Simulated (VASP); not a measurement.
# InSb (Pmmn) in VASP: a series of runs, part 3 of 3

VASP 6.6.1. The steps go on from the part before.

### 6 Electric field gradients, PBE (volume scaled by 0.94)

Contents of INCAR:

```
SYSTEM = InSb
PREC     = Accurate       ! precision mode
ENCUT    = 520            ! plane-wave cutoff, eV
EDIFF    = 1E-8           ! SCF threshold, eV
ISMEAR   = -1             ! smearing method
SIGMA    = 0.08           ! smearing width, eV
LREAL    = .FALSE.        ! projectors in reciprocal space
LASPH    = .TRUE.         ! aspherical terms in the spheres
NELM     = 60             ! most SCF steps
ALGO     = Normal         ! electronic algorithm
ISIF     = 2              ! what is computed and relaxed
LWAVE    = .FALSE.        ! write WAVECAR
LCHARG   = .FALSE.        ! write CHGCAR
GGA      = PE             ! functional
LEFG     = .TRUE.       
NBANDS   = 26             ! bands
```

Contents of KPOINTS:

```
Automatic mesh
0
G
  6 6 11
  0 0 0
```

Contents of POSCAR:

```
InSb
1.0
    5.2476427844      0.0000000000      0.0000000000
    0.0000000000      5.5953958530      0.0000000000
    0.0000000000      0.0000000000      3.0004722510
In Sb
2 2
Direct
    0.0000000000      0.0000000000      0.0000000000
    0.5000000000      0.5000000000      0.0000000000
    0.5000000000      0.0000000000      0.8350000000
    0.0000000000      0.5000000000      0.1650000000
```

Potentials or basis: VASP PAW PBE potentials, release 64 (In_d, Sb).

Run with:

```
cat potpaw_PBE.64/In_d/POTCAR potpaw_PBE.64/Sb/POTCAR > POTCAR
mpirun -np 1 vasp_std > vasp.out
```

OUTCAR:

```text
SYSTEM = InSb
   PREC = Accurate
   ENCUT = 520
   EDIFF = 1E-8
   ISMEAR = -1
   LREAL = .FALSE.
   LASPH = .TRUE.
   NELM = 60
   ISIF = 2
   GGA = PE

 ion  position               nearest neighbor table
   1  0.000  0.000  0.000-   3 2.67   3 2.67   4 2.84   4 2.84   3 3.63   3 3.63   4 3.76   4 3.76
                             2 3.84   2 3.84   2 3.84   2 3.84
   2  0.500  0.500  0.000-   4 2.67   4 2.67   3 2.84   3 2.84   4 3.63   4 3.63   3 3.76   3 3.76
                             1 3.84   1 3.84   1 3.84   1 3.84
   3  0.500  0.000  0.835-   1 2.67   1 2.67   2 2.84   2 2.84   1 3.63   1 3.63   2 3.76   2 3.76

   4  0.000  0.500  0.165-   2 2.67   2 2.67   1 2.84   1 2.84   2 3.63   2 3.63   1 3.76   1 3.76

  LATTYP: Found a simple orthorhombic cell.
 ALAT       =     3.0004722510
 B/A-ratio  =     1.7489389487
 C/A-ratio  =     1.8648383937

  Lattice vectors:

 A1 = (   0.0000000000,   0.0000000000,   3.0004722510)
 A2 = (   5.2476427844,   0.0000000000,   0.0000000000)
 A3 = (   0.0000000000,   5.5953958530,   0.0000000000)

Analysis of symmetry for initial positions (statically):
=====================================================================
 Subroutine PRICEL returns:
 Original cell was already a primitive cell.

 Routine SETGRP: Setting up the symmetry group for a
 simple orthorhombic supercell.

 Subroutine GETGRP returns: Found  8 space group operations
 (whereof  4 operations were pure point group operations)
 out of a pool of  8 trial point group operations.

The static configuration has the point symmetry C_2v.
 The point group associated with its full space group is D_2h.

Analysis of symmetry for dynamics (positions and initial velocities):
=====================================================================
 Subroutine PRICEL returns:
 Original cell was already a primitive cell.

 Routine SETGRP: Setting up the symmetry group for a
 simple orthorhombic supercell.

 Subroutine GETGRP returns: Found  8 space group operations
 (whereof  4 operations were pure point group operations)
 out of a pool of  8 trial point group operations.

The dynamic configuration has the point symmetry C_2v.
 The point group associated with its full space group is D_2h.

 Subroutine INISYM returns: Found  8 space group operations
 (whereof  4 operations are pure point group operations),
 and found     1 'primitive' translations

----------------------------------------------------------------------------------------

                                     Primitive cell

  volume of cell :      88.1018

  direct lattice vectors                    reciprocal lattice vectors
     5.247642784  0.000000000  0.000000000     0.190561751  0.000000000  0.000000000
     0.000000000  5.595395853  0.000000000     0.000000000  0.178718365  0.000000000
     0.000000000  0.000000000  3.000472251     0.000000000  0.000000000  0.333280869

  length of vectors
     5.247642784  5.595395853  3.000472251     0.190561751  0.178718365  0.333280869

  position of ions in fractional coordinates (direct lattice)
     0.000000000  0.000000000  0.000000000
     0.500000000  0.500000000  0.000000000
     0.500000000  0.000000000  0.835000000
     0.000000000  0.500000000  0.165000000

[... 91 lines left out ...]
   EMIN   =  10.00;   EMAX   =-10.00  energy-range for DOS
   EFERMI =   0.00;   METHOD = LEGACY
   ISMEAR =    -1;   SIGMA  =   0.08  broadening in eV -4-tet -1-fermi 0-gaus
   EFERMI_NEDOS =   21; number of points for ismear=-14 and -15
   IALGO  =     38    algorithm
   IMIX   =      4    mixing-type and parameters
     AMIX     =   0.40;   BMIX     =  1.00
     AMIX_MAG =   1.60;   BMIX_MAG =  1.00
  volume/ion in A,a.u.               =      22.03       148.64
  Fermi-wavevector in a.u.,A,eV,Ry     =   1.214826  2.295688 20.079510  1.475802
  Thomas-Fermi vector in A             =   2.350233
   LORBIT       =      0    0 simple, 1 ext, 2 COOP (PROOUT), +10 PAW based schemes
   GGA     = PE    functional components
   LHFCALC =     F    Hartree Fock is set to
   AEXX    =    0.0000 exact exchange contribution
   IVDW    =     0    specifies the selected vdW correction
   LEPSILON=     F    determine dielectric tensor
   LRPA    =     F    only Hartree local field effects (RPA)
 non-spin polarized calculation
  energy-cutoff  :      520.00
  volume of cell :       88.10
 maximum number of plane-waves:      2398
 NGX is ok and might be reduce to    40
   NGX = 19   NGY = 21   NGZ = 11

 number of electron      36.0000018 magnetization

 Free energy of the ion-electron system (eV)
  ---------------------------------------------------
  ext. energy  EPLUGINS =         0.00000000
  ---------------------------------------------------
  free energy    TOTEN  =       -11.36962053 eV

  energy without entropy =      -11.34019385  energy(sigma->0) =      -11.35490719

 E-fermi :  10.4891     XC(G=0): -11.0131

 val. band max:       10.4785380154   @ k =   0.0000   0.1667   0.1818
 cond. band min:      10.4922339255   @ k =   0.1667   0.0000   0.1818
 fundamental gap:      0.0136959100
 Fermi energy:        10.4890809846

 k-point     1 :       0.0000    0.0000    0.0000
  band No.  band energies     occupation
      1      -5.0974      2.00000
      2      -5.0496      2.00000
      3      -4.8862      2.00000
      4      -4.6636      2.00000
      5      -4.6350      2.00000
      6      -4.4677      2.00000
[... 685 lines left out ...]
     25      17.8775      0.00000
     26      17.8775      0.00000

 [... further k-points ...]
[... 5 lines left out ...]
  --------------------------------------------------------------------------------------
  -------------------------------------------------------------------------------------
  Total       22.7539185     12.3759334      8.4331189      0.0000000      0.0000000      0.0000000
  in kB      413.7919945    225.0628693    153.3607101      0.0000000      0.0000000      0.0000000
  external PRESSURE =     264.0718580 kB  Pullay stress =       0.0000000 kB

 VOLUME and BASIS-vectors are now :
 -----------------------------------------------------------------------------
  energy-cutoff  :      520.00
  volume of cell :       88.10
      direct lattice vectors                 reciprocal lattice vectors
     5.247642784  0.000000000  0.000000000     0.190561751  0.000000000  0.000000000
     0.000000000  5.595395853  0.000000000     0.000000000  0.178718365  0.000000000
     0.000000000  0.000000000  3.000472251     0.000000000  0.000000000  0.333280869

 POSITION                                       TOTAL-FORCE (eV/Angst)
 -----------------------------------------------------------------------------------
      0.00000      0.00000      0.00000         0.000000      0.000000      0.322230
      2.62382      2.79770      0.00000         0.000000      0.000000     -0.322230
      2.62382      0.00000      2.50539         0.000000      0.000000     -0.949893
      0.00000      2.79770      0.49508         0.000000      0.000000      0.949893
 -----------------------------------------------------------------------------------
    total drift:                               -0.000000      0.000000     -0.000000

  FREE ENERGIE OF THE ION-ELECTRON SYSTEM (eV)
  ---------------------------------------------------
  free  energy   TOTEN  =       -11.3696205272 eV

  energy  without entropy=      -11.3401938484  energy(sigma->0) =      -11.35490719

 Electric field gradients (V/A^2)
---------------------------------------------------------------------
 ion       V_xx      V_yy      V_zz      V_xy      V_xz      V_yz
---------------------------------------------------------------------
   1     -86.194    14.542    71.652     0.000    -0.000     0.000
   2     -86.194    14.542    71.652     0.000     0.000     0.000
   3     -87.209   -68.665   155.874    -0.000     0.000    -0.000
   4     -87.209   -68.665   155.874     0.000     0.000     0.000
---------------------------------------------------------------------

 Electric field gradients after diagonalization (V/A^2)
 (convention: |V_zz| > |V_xx| > |V_yy|)
----------------------------------------------------------------------
 ion       V_xx      V_yy      V_zz     asymmetry (V_yy - V_xx)/ V_zz
----------------------------------------------------------------------
   1      71.652    14.542   -86.194       0.663
   2      71.652    14.542   -86.194       0.663
   3     -87.209   -68.665   155.874       0.119
   4     -87.209   -68.665   155.874       0.119
----------------------------------------------------------------------

           NMR quadrupolar parameters

 Cq : quadrupolar parameter    Cq=e*Q*V_zz/h
 eta: asymmetry parameters     (V_yy - V_xx)/ V_zz
 Q  : nuclear electric quadrupole moment in mb (millibarn)
----------------------------------------------------------------------
 ion       Cq(MHz)       eta       Q (mb)
----------------------------------------------------------------------
   1      -0.208       0.663       1.000
   2      -0.208       0.663       1.000
   3       0.377       0.119       1.000
   4       0.377       0.119       1.000
----------------------------------------------------------------------
```

Wall time 2.4 min (1 thread of Intel Xeon 6975P-C, shared host); peak memory 0.33 GiB.

Results:

```yaml
Free_energy: -11.3696 eV
Pressure: 26.4 GPa
Largest_force: 0.950 eV/Å
Band_gap_on_the_k_mesh: zero (band 18 reaches 12.43 eV, above the bottom of band 19 at 8.76 eV)
```

Forces in eV/Å, atoms in the order of the input:
```
In   0.000  0.000  0.322
In   0.000  0.000 -0.322
Sb   0.000  0.000 -0.950
Sb   0.000  0.000  0.950
```

Levels at points of the mesh, in eV from the Fermi level:
```tsv
k point	band 14	band 15	band 16	band 17	band 18	band 19	band 20	band 21	band 22	band 23
(0.00, 0.00, 0.00)	-6.21	-6.05	-3.19	-2.45	-2.43	2.93	4.52	4.55	6.53	7.70
(0.50, 0.00, 0.00)	-7.00	-4.83	-4.83	1.03	1.03	4.65	4.65	4.91	4.91	6.76
(0.00, 0.50, 0.00)	-6.09	-5.00	-5.00	-0.43	-0.43	4.15	4.15	4.77	4.77	6.46
(0.50, 0.50, 0.00)	-9.07	-0.45	-0.45	1.27	1.27	2.47	2.47	2.96	2.96	4.91
```

Electric field gradients, principal values (V/Å²):
```tsv
atom	least	middle	greatest (by size)
1 In	14.542	71.652	-86.194
2 In	14.542	71.652	-86.194
3 Sb	-68.665	-87.209	155.874
4 Sb	-68.665	-87.209	155.874
```

Caveat: without QUAD_EFG the Cq values of the log hold for a quadrupole moment of 1 mb, not for the nuclei; spin-orbit coupling is left out, which moves the levels of the heavy elements.

### 7 The runs side by side

| cell | gap on the mesh (eV) | pressure (GPa) | largest force (eV/Å) |
| --- | --- | --- | --- |
| a = 5.357, b = 5.712, c = 3.002 Å, 4 atoms | none | 20.0 | 0.71 |
| a = 5.357, b = 5.712, c = 3.155 Å, 4 atoms | none | 15.2 | 0.82 |
| a = 5.250, b = 5.598, c = 3.063 Å, 4 atoms | none | 23.7 | 1.00 |
| a = 5.248, b = 5.595, c = 3.000 Å, 4 atoms | none | 26.4 | 0.95 |

Alike in all rows: task electric field gradients; level PBE; potentials or basis VASP PAW PBE potentials, release 64 (In_d, Sb); no spin polarisation; k mesh 6 × 6 × 11; cutoff (eV) 520; smearing fermi-dirac 0.08 eV.

Caveats: spin-orbit coupling is left out, which moves the levels of the heavy elements.

Absolute energies hang on the potentials; compare differences alone.
